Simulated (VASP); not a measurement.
Write the native input for VASP 6.6.1 that does the following.

- Task: single point
- Functional: PBE
- Potentials or basis: VASP PAW PBE potentials, release 64 (Si, B, Te)
- Cutoff: 520 eV
- k mesh: 3 × 3 × 6
- Occupations: gaussian, width 0.1 eV
- Spin: no spin polarisation
- Dipole correction: no
- Further INCAR settings: ALGO = Normal; EDIFF = 1e-06; NBANDS = 22

The structure of Si3BTe2 lies in POSCAR:

```
Si3BTe2
1.0
    6.2920837200      0.0000000000      0.0000000000
   -3.1460418600      5.4491043400      0.0000000000
    0.0000000000      0.0000000000      3.4890465400
Si B Te
3 1 2
Direct
    0.5000000000      0.0000000000      0.5000000000
    0.5000000000      0.5000000000      0.5000000000
    0.0000000000      0.5000000000      0.5000000000
    0.0000000000      0.0000000000      0.0000000000
    0.3333333300      0.6666666700      0.0000000000
    0.6666666700      0.3333333300      0.0000000000
```

The cell was generated, and may not be a known phase.

These files were run (other wordings do the same):

INCAR

```
SYSTEM = Si3BTe2
PREC = Accurate
ENCUT = 520
EDIFF = 1E-6
ISMEAR = 0
SIGMA = 0.1
LREAL = .FALSE.
LASPH = .TRUE.
NELM = 100
ALGO = Normal
ISIF = 2
LWAVE = .FALSE.
LCHARG = .FALSE.
GGA = PE
NBANDS = 22
```

KPOINTS

```
regular mesh
0
G
  3 3 6
  0 0 0
```

Potentials or basis: VASP PAW PBE potentials, release 64 (Si, B, Te).

Run with:

```console
$ cat potpaw_PBE.64/Si/POTCAR potpaw_PBE.64/B/POTCAR potpaw_PBE.64/Te/POTCAR > POTCAR
$ mpirun -np 1 vasp_std > vasp.out
```

It gave:

```yaml
Pressure: 22.6 GPa
Band_gap_on_the_k_mesh: zero (an odd number of electrons rules out a gap without spin polarisation)
```

Caveat: the k points lie up to 0.38 Å⁻¹ apart, too coarse for converged energies and pressures of a metal; spin-orbit coupling is left out, which moves the levels of the heavy elements; an odd number of electrons without spin polarisation forces a metal; a magnetic or distorted state may lie lower.

It took 23 s on 1 thread of AMD EPYC 9R45 96-Core Processor (Zen 5), with other jobs on the host, peak memory 0.22 GiB.
